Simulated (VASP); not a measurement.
Write the native input for VASP 6.6.1 that does the following.

* Task: single point
* Functional: LDA
* Potentials or basis: VASP PAW LDA potentials, release 64 (W_sv, S)
* Cutoff: 520 eV
* k mesh: 12 × 12 × 2
* Occupations: gaussian, width 0.02 eV
* Spin: no spin polarisation
* Dipole correction: no
* Further INCAR settings: ALGO = Normal; EDIFF = 1e-07; NBANDS = 35

The structure of WS2 lies in POSCAR:

```
WS2
1.0
    3.1267848763      0.0000000028      0.0000000000
   -1.5633924406      2.7078751336      0.0000000000
    0.0000000000      0.0000000000     12.1626992007
W S
2 4
Direct
    0.3333333333      0.6666666667      0.2500000000
    0.6666666667      0.3333333333      0.7500000000
    0.3333333333      0.6666666667      0.6215753695
    0.6666666667      0.3333333333      0.1215753695
    0.3333333333      0.6666666667      0.8784246305
    0.6666666667      0.3333333333      0.3784246305
```

One way to write it, as run:

INCAR

```
SYSTEM = WS2
ALGO = Normal ; EDIFF = 1E-7
ENCUT = 520 ; ISIF = 2
ISMEAR = 0 ; LASPH = .True.
LCHARG = .False. ; LREAL = .False.
LWAVE = .False. ; NBANDS = 35
NELM = 100 ; PREC = Accurate
SIGMA = 0.02
```

KPOINTS

```
k-points
0
Gamma
  12 12 2
  0 0 0
```

Potentials or basis: VASP PAW LDA potentials, release 64 (W_sv, S).

Command:

```console
$ cat potpaw_LDA.64/W_sv/POTCAR potpaw_LDA.64/S/POTCAR > POTCAR
$ mpirun -np 1 vasp_std > vasp.out
```

Results of the run:

* Pressure: 0.4 GPa
* Largest force: 0.050 eV/Å
* Band gap on the k mesh: 0.85 eV (least direct gap 1.89 eV)

Caveat: spin-orbit coupling is left out, which moves the levels of the heavy elements.

It took 3.8 min on 1 thread of AMD EPYC 7R13, with other jobs on the host, peak memory 0.22 GiB.
